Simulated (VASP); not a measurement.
# NiO (Fm-3m) in VASP: settings compared

Aim: see how the results for NiO move with the level of theory and the settings. Levels: PBEsol, r2SCAN0. Tasks: relaxation of cell and atoms, single point.

Everything below comes from runs of VASP 6.6.1. Logs are shortened: lines on timing, memory, paths and dates and some standing lists are left out, and cuts for length are marked.

## (1) The cell of the first run

The structure is cubic, space group Fm-3m (No. 225). Conventional cell: a = 4.172 Å, b = 4.172 Å, c = 4.172 Å, α = 90.00°, β = 90.00°, γ = 90.00°. Ni (site symmetry m-3m) has 6 O at 2.09 Å within 2.8 Å. Within 2.8 Å of O (site symmetry m-3m) lie 6 Ni at 2.09 Å.

## (2) Relaxation of cell and atoms, PBEsol, collinear spin, ferromagnetic start, target pressure 10 GPa, at which the enthalpy is minimised

INCAR

```
  ALGO = Normal
  EDIFF = 1E-7
  EDIFFG = -0.02
  ENCUT = 600
  GGA = PS
  IBRION = 2
  ISIF = 3
  ISMEAR = -1
  ISPIN = 2
  LASPH = T
  LCHARG = F
  LMAXMIX = 4
  LORBIT = 11
  LREAL = F
  LWAVE = F
  MAGMOM = 1 0
  NELM = 150
  NSW = 80
  PREC = Accurate
  PSTRESS = 100.0
  SIGMA = 0.05
```

KPOINTS

```
k-points
0
Gamma
  11 11 11
```

POSCAR

```
NiO
1.0
    0.0000000000      2.0859016414      2.0859016414
    2.0859016414      0.0000000000      2.0859016414
    2.0859016414      2.0859016414      0.0000000000
Ni O
1 1
Direct
    0.0000000000      0.0000000000      0.0000000000
    0.5000000000      0.5000000000      0.5000000000
```

Potentials or basis: VASP PAW PBE potentials, release 64 (Ni, O).

Launch:

```bash
$ cat potpaw_PBE.64/Ni/POTCAR potpaw_PBE.64/O/POTCAR > POTCAR
$ mpirun -np 1 vasp_std > vasp.out
```

OUTCAR:

```text
EDIFF = 1E-7
   EDIFFG = -0.02
   ENCUT = 600
   GGA = PS
   IBRION = 2
   ISIF = 3
   ISMEAR = -1
   ISPIN = 2
   LASPH = T
   LORBIT = 11
   LREAL = F
   NELM = 150
   NSW = 80
   PREC = Accurate
   PSTRESS = 100.0

 ion  position               nearest neighbor table
   1  0.000  0.000  0.000-   2 2.09   2 2.09   2 2.09   2 2.09   2 2.09   2 2.09
   2  0.500  0.500  0.500-   1 2.09   1 2.09   1 2.09   1 2.09   1 2.09   1 2.09

  LATTYP: Found a face centered cubic cell.
 ALAT       =     4.1718032828

  Lattice vectors:

 A1 = (   0.0000000000,   2.0859016414,   2.0859016414)
 A2 = (   2.0859016414,   0.0000000000,   2.0859016414)
 A3 = (   2.0859016414,   2.0859016414,   0.0000000000)

Analysis of symmetry for initial positions (statically):
=====================================================================
 Subroutine PRICEL returns:
 Original cell was already a primitive cell.

 Routine SETGRP: Setting up the symmetry group for a
 face centered cubic supercell.

 Subroutine GETGRP returns: Found 48 space group operations
 (whereof 48 operations were pure point group operations)
 out of a pool of 48 trial point group operations.

The static configuration has the point symmetry O_h .

Analysis of symmetry for dynamics (positions and initial velocities):
=====================================================================
 Subroutine PRICEL returns:
 Original cell was already a primitive cell.

 Routine SETGRP: Setting up the symmetry group for a
 face centered cubic supercell.

 Subroutine GETGRP returns: Found 48 space group operations
 (whereof 48 operations were pure point group operations)
 out of a pool of 48 trial point group operations.

The dynamic configuration has the point symmetry O_h .

Analysis of structural, dynamic, and magnetic symmetry:
=====================================================================
 Subroutine PRICEL returns:
 Original cell was already a primitive cell.

 Routine SETGRP: Setting up the symmetry group for a
 face centered cubic supercell.

 Subroutine GETGRP returns: Found 48 space group operations
 (whereof 48 operations were pure point group operations)
 out of a pool of 48 trial point group operations.

The overall configuration has the point symmetry O_h .

 Subroutine INISYM returns: Found 48 space group operations
 (whereof 48 operations are pure point group operations),
[... 119 lines left out ...]
  Thomas-Fermi vector in A             =   2.671526
   LORBIT       =     11    0 simple, 1 ext, 2 COOP (PROOUT), +10 PAW based schemes
   GGA     = PS    functional components
   LHFCALC =     F    Hartree Fock is set to
   AEXX    =    0.0000 exact exchange contribution
   IVDW    =     0    specifies the selected vdW correction
   LEPSILON=     F    determine dielectric tensor
   LRPA    =     F    only Hartree local field effects (RPA)
 conjugate gradient relaxation of ions
 spin polarized calculation
  energy-cutoff  :      600.00
  volume of cell :       18.15
 maximum number of plane-waves:       620
   NGX = 11   NGY = 11   NGZ = 11

--------------------------------------- Ionic step        1  -------------------------------------------

 number of electron      16.0000001 magnetization       1.3433725

 Free energy of the ion-electron system (eV)
  ---------------------------------------------------
  ext. energy  EPLUGINS =         0.00000000
  ---------------------------------------------------
  free energy    TOTEN  =       -12.38820840 eV

  energy without entropy =      -12.37499090  energy(sigma->0) =      -12.38159965

------------------------ aborting loop because EDIFF is reached ----------------------------------------

  FORCE on cell =-STRESS in cart. coord.  units (eV):
  Direction    XX          YY          ZZ          XY          YZ          ZX
  --------------------------------------------------------------------------------------
  -------------------------------------------------------------------------------------
  Total       -0.8913684     -0.8913684     -0.8913684      0.0000000     -0.0000000      0.0000000
  in kB      -78.6785497    -78.6785497    -78.6785497      0.0000000     -0.0000000      0.0000000
  external PRESSURE =    -178.6785497 kB  Pullay stress =     100.0000000 kB
[... 25 lines left out ...]
--------------------------------------- Ionic step        2  -------------------------------------------

 number of electron      16.0000001 magnetization       0.3714001

 E-fermi :  10.2109     XC(G=0): -13.8706

 val. band max:       10.1925934049   @ k =   0.2727   0.2727   0.0000
 cond. band min:      10.2270120507   @ k =  -0.4545   0.2727   0.0000
 fundamental gap:      0.0344186458
 Fermi energy:        10.2109263159

 spin component 1

 k-point     1 :       0.0000    0.0000    0.0000
  band No.  band energies     occupation
      1     -11.8471      1.00000
      2       6.3479      1.00000
      3       6.3479      1.00000
      4       6.3479      1.00000
      5       7.6710      1.00000
      6       7.6710      1.00000
      7       7.6710      1.00000
      8       7.9038      1.00000
      9       7.9038      1.00000
     10      12.6271      0.00000
     11      28.2000      0.00000
     12      30.2853      0.00000
[... 832 lines left out ...]
--------------------------------------- Ionic step        4  -------------------------------------------

 number of electron      16.0000006 magnetization       0.3777952

 Free energy of the ion-electron system (eV)
  ---------------------------------------------------
  ext. energy  EPLUGINS =         0.00000000
  ---------------------------------------------------
  free energy    TOTEN  =       -12.38544210 eV

  energy without entropy =      -12.37522221  energy(sigma->0) =      -12.38033215

 E-fermi :   9.2537     XC(G=0): -13.5327

 val. band max:        9.2269874173   @ k =  -0.3636   0.3636   0.0000
 cond. band min:       9.2558442055   @ k =   0.3636   0.2727   0.0909
 fundamental gap:      0.0288567882
 Fermi energy:         9.2537116640

 spin component 1

 k-point     1 :       0.0000    0.0000    0.0000
  band No.  band energies     occupation
      1     -12.1698      1.00000
      2       5.6740      1.00000
      3       5.6740      1.00000
      4       5.6740      1.00000
      5       6.9549      1.00000
      6       6.9549      1.00000
      7       6.9549      1.00000
      8       7.1316      1.00000
      9       7.1316      1.00000
     10      11.3324      0.00000
     11      27.1382      0.00000
     12      28.9166      0.00000
[... 790 lines left out ...]
  energy  without entropy=      -12.3752222094  energy(sigma->0) =      -12.38033215

  enthalpy is  TOTEN    =       -11.3551235185 eV   P V=        1.0303185805

 reached required accuracy - stopping structural energy minimisation

 total charge

# of ion       s       p       d       tot
------------------------------------------
    1        0.367   0.479   8.416   9.262
    2        1.563   3.400   0.000   4.963
--------------------------------------------------
tot          1.930   3.879   8.416  14.225

 magnetization (x)

# of ion       s       p       d       tot
------------------------------------------
    1        0.005   0.005   0.314   0.324
    2        0.009   0.036   0.000   0.045
--------------------------------------------------
tot          0.014   0.041   0.314   0.368
```

Wall time 2.9 min (1 thread of Intel Xeon 8259CL, shared host); peak memory 0.17 GiB.

Results:

```
Free energy                                                : -12.3854 eV
Relaxed volume                                             : 8.25 Å³/atom
Relaxed cell                                               : a = 2.858 Å, b = 2.858 Å, c = 2.858 Å, α = 60.00°, β = 60.00°, γ = 60.00°
Space group after relaxing (to 0.1 Å)                      : Fm-3m (No. 225)
Energy change on relaxing (the run minimises the enthalpy) : +1.4 meV/atom
Ionic steps                                                : 4
Pressure after relaxing                                    : 10.0 GPa
Net moment                                                 : 0.38 μB per cell
Site moments                                               : Ni +0.32; O +0.04 μB
Valence electrons inside the program's atomic spheres      : Ni 9.26; O 4.96
```

Step by step:
```csv
step,energy change (eV),largest force (eV/Å),pressure (GPa),volume (Å³)
1,0.0000,0.0000,-7.87,18.15
2,0.1045,0.0000,27.64,15.62
3,0.0002,0.0000,9.22,16.55
4,0.0028,0.0000,9.95,16.51
```

Final structure:
```
Ni O
1.0
     0.00000    2.02093    2.02093
     2.02093    0.00000    2.02093
     2.02093    2.02093    0.00000
Ni O
1 1
Direct
  0.00000 0.00000 0.00000
  0.50000 0.50000 0.50000
```

Levels at points of the mesh, in eV from the Fermi level:
Spin up:
```tsv
k point	band 5	band 6	band 7	band 8	band 9	band 10	band 11	band 12
(0.00, 0.00, 0.00)	-2.30	-2.30	-2.30	-2.12	-2.12	2.08	17.88	19.66
```
Spin down:
| k point | band 6 | band 7 | band 8 | band 9 | band 10 | band 11 |
| --- | --- | --- | --- | --- | --- | --- |
| (0.00, 0.00, 0.00) | -2.10 | -2.10 | -1.61 | -1.61 | 2.16 | 17.89 |

Caveat: the cell is relaxed towards a set pressure, so the run minimises the enthalpy, not the energy; the PAW data sets were made with another functional, which shifts forces and pressure a little; semilocal functionals often make such compounds metallic where correlation or magnetic order opens a gap, which also shifts bond lengths. With open d or f shells a metallic result of PBEsol can be an artefact of self-interaction; +U or a hybrid may open a gap.

## (3) Relaxation of cell and atoms, PBEsol, collinear spin, ferromagnetic start, target pressure 20 GPa, at which the enthalpy is minimised

INCAR

```
PREC = Accurate ; ENCUT = 600
EDIFF = 1E-7 ; ISMEAR = -1
SIGMA = 0.05 ; LREAL = F
LASPH = T ; NELM = 150
ALGO = Normal ; ISIF = 3
LWAVE = F ; LCHARG = F
ISPIN = 2 ; MAGMOM = 1 0
LORBIT = 11 ; LMAXMIX = 4
GGA = PS ; IBRION = 2
NSW = 80 ; EDIFFG = -0.02
PSTRESS = 200.0
```

KPOINTS

```
regular mesh
0
Gamma
  11 11 11
```

POSCAR is that of step 2.

Potentials or basis: VASP PAW PBE potentials, release 64 (Ni, O).

Launch:

```bash
$ cat potpaw_PBE.64/Ni/POTCAR potpaw_PBE.64/O/POTCAR > POTCAR
$ mpirun -np 1 vasp_std > vasp.out
```

OUTCAR:

```text
PREC = Accurate
   ENCUT = 600
   EDIFF = 1E-7
   ISMEAR = -1
   LREAL = F
   LASPH = T
   NELM = 150
   ISIF = 3
   ISPIN = 2
   LORBIT = 11
   GGA = PS
   IBRION = 2
   NSW = 80
   EDIFFG = -0.02
   PSTRESS = 200.0

 ion  position               nearest neighbor table
   1  0.000  0.000  0.000-   2 2.09   2 2.09   2 2.09   2 2.09   2 2.09   2 2.09
   2  0.500  0.500  0.500-   1 2.09   1 2.09   1 2.09   1 2.09   1 2.09   1 2.09

  LATTYP: Found a face centered cubic cell.
 ALAT       =     4.1718032828

  Lattice vectors:

 A1 = (   0.0000000000,   2.0859016414,   2.0859016414)
 A2 = (   2.0859016414,   0.0000000000,   2.0859016414)
 A3 = (   2.0859016414,   2.0859016414,   0.0000000000)

Analysis of symmetry for initial positions (statically):
=====================================================================
 Subroutine PRICEL returns:
 Original cell was already a primitive cell.

 Routine SETGRP: Setting up the symmetry group for a
 face centered cubic supercell.

 Subroutine GETGRP returns: Found 48 space group operations
 (whereof 48 operations were pure point group operations)
 out of a pool of 48 trial point group operations.

The static configuration has the point symmetry O_h .

Analysis of symmetry for dynamics (positions and initial velocities):
=====================================================================
 Subroutine PRICEL returns:
 Original cell was already a primitive cell.

 Routine SETGRP: Setting up the symmetry group for a
 face centered cubic supercell.

 Subroutine GETGRP returns: Found 48 space group operations
 (whereof 48 operations were pure point group operations)
 out of a pool of 48 trial point group operations.

The dynamic configuration has the point symmetry O_h .

Analysis of structural, dynamic, and magnetic symmetry:
=====================================================================
 Subroutine PRICEL returns:
 Original cell was already a primitive cell.

[... 152 lines left out ...]
  ---------------------------------------------------
  free energy    TOTEN  =       -12.38820840 eV

  energy without entropy =      -12.37499090  energy(sigma->0) =      -12.38159965

------------------------ aborting loop because EDIFF is reached ----------------------------------------

  FORCE on cell =-STRESS in cart. coord.  units (eV):
  Direction    XX          YY          ZZ          XY          YZ          ZX
  --------------------------------------------------------------------------------------
  -------------------------------------------------------------------------------------
  Total       -0.8913684     -0.8913684     -0.8913684      0.0000000     -0.0000000      0.0000000
  in kB      -78.6785497    -78.6785497    -78.6785497      0.0000000     -0.0000000      0.0000000
  external PRESSURE =    -278.6785497 kB  Pullay stress =     200.0000000 kB
[... 25 lines left out ...]
--------------------------------------- Ionic step        2  -------------------------------------------

 number of electron      16.0000005 magnetization       0.3734741

 E-fermi :  11.8370     XC(G=0): -14.4182

 val. band max:       11.8302571702   @ k =  -0.4545   0.2727   0.0000
 cond. band min:      11.8388297636   @ k =   0.3636   0.3636   0.0000
 fundamental gap:      0.0085725934
 Fermi energy:        11.8369965282

 spin component 1

 k-point     1 :       0.0000    0.0000    0.0000
  band No.  band energies     occupation
      1     -11.3046      1.00000
      2       7.4949      1.00000
      3       7.4949      1.00000
      4       7.4949      1.00000
      5       8.8582      1.00000
      6       8.8582      1.00000
      7       8.8582      1.00000
      8       9.1858      1.00000
      9       9.1858      1.00000
     10      14.8559      0.00000
     11      29.9550      0.00000
     12      32.5891      0.00000
[... 832 lines left out ...]
--------------------------------------- Ionic step        4  -------------------------------------------

 number of electron      16.0000007 magnetization       0.3723804

 Free energy of the ion-electron system (eV)
  ---------------------------------------------------
  ext. energy  EPLUGINS =         0.00000000
  ---------------------------------------------------
  free energy    TOTEN  =       -12.33654408 eV

  energy without entropy =      -12.32690920  energy(sigma->0) =      -12.33172664

 E-fermi :   9.8129     XC(G=0): -13.7317

 val. band max:        9.7830652235   @ k =  -0.3636   0.3636   0.0000
 cond. band min:       9.8324660331   @ k =  -0.4545   0.2727   0.0000
 fundamental gap:      0.0494008097
 Fermi energy:         9.8128936074

 spin component 1

 k-point     1 :       0.0000    0.0000    0.0000
  band No.  band energies     occupation
      1     -11.9808      1.00000
      2       6.0676      1.00000
      3       6.0676      1.00000
      4       6.0676      1.00000
      5       7.3751      1.00000
      6       7.3751      1.00000
      7       7.3751      1.00000
      8       7.5849      1.00000
      9       7.5850      1.00000
     10      12.0872      0.00000
     11      27.7613      0.00000
     12      29.7176      0.00000
[... 790 lines left out ...]
  energy  without entropy=      -12.3269092003  energy(sigma->0) =      -12.33172664

  enthalpy is  TOTEN    =       -10.3420971933 eV   P V=        1.9944468851

 reached required accuracy - stopping structural energy minimisation

 total charge

# of ion       s       p       d       tot
------------------------------------------
    1        0.381   0.511   8.446   9.338
    2        1.564   3.420   0.000   4.984
--------------------------------------------------
tot          1.944   3.932   8.446  14.322

 magnetization (x)

# of ion       s       p       d       tot
------------------------------------------
    1        0.005   0.005   0.307   0.318
    2        0.009   0.036   0.000   0.046
--------------------------------------------------
tot          0.014   0.042   0.307   0.363
```

CONTCAR:

```text
NiO
   1.00000000000000
     0.0000000000000000    1.9990532154669138    1.9990532154669138
     1.9990532154669138   -0.0000000000000000    1.9990532154669138
     1.9990532154669138    1.9990532154669138    0.0000000000000000
  Ni              O
     1     1
Direct
     0.0000000000000000    0.0000000000000000    1.0000000000000000
     0.5000000000000000    0.5000000000000000    0.5000000000000000

  0.00000000E+00  0.00000000E+00  0.00000000E+00
  0.00000000E+00  0.00000000E+00  0.00000000E+00
```

It took 2.7 min on 1 thread of Intel Xeon 8259CL, shared host; peak memory 0.18 GiB.

What came out:

```yaml
Free_energy: -12.3365 eV
Relaxed_volume: 7.99 Å³/atom
Relaxed_cell: a = 2.827 Å, b = 2.827 Å, c = 2.827 Å, α = 60.00°, β = 60.00°, γ = 60.00°
Space_group_after_relaxing_to_0.1_Å: Fm-3m (No. 225)
Energy_change_on_relaxing_the_run_minimises_the_enthalpy: +25.8 meV/atom
Ionic_steps: 4
Pressure_after_relaxing: 19.9 GPa
Net_moment: 0.37 μB per cell
Site_moments: Ni +0.32; O +0.05 μB
Valence_electrons_inside_the_program's_atomic_spheres: Ni 9.34; O 4.98
```

Step by step:
```
step  energy change (eV)  largest force (eV/Å)  pressure (GPa)  volume (Å³)
   1              0.0000                0.0000           -7.87        18.15
   2              0.4745                0.0000           65.80        14.31
   3              0.0467                0.0000           19.11        16.02
   4              0.0517                0.0000           19.91        15.98
```

Final structure:
```
Ni O
1.0
     0.00000    1.99905    1.99905
     1.99905    0.00000    1.99905
     1.99905    1.99905    0.00000
Ni O
1 1
Cartesian
  1.9991 1.9991 0.0000
  1.9991 1.9991 1.9991
```

Caveat: the cell is relaxed towards a set pressure, so the run minimises the enthalpy, not the energy; the PAW data sets were made with another functional, which shifts forces and pressure a little; semilocal functionals often make such compounds metallic where correlation or magnetic order opens a gap, which also shifts bond lengths.

(Continued in part 2 of 2.)
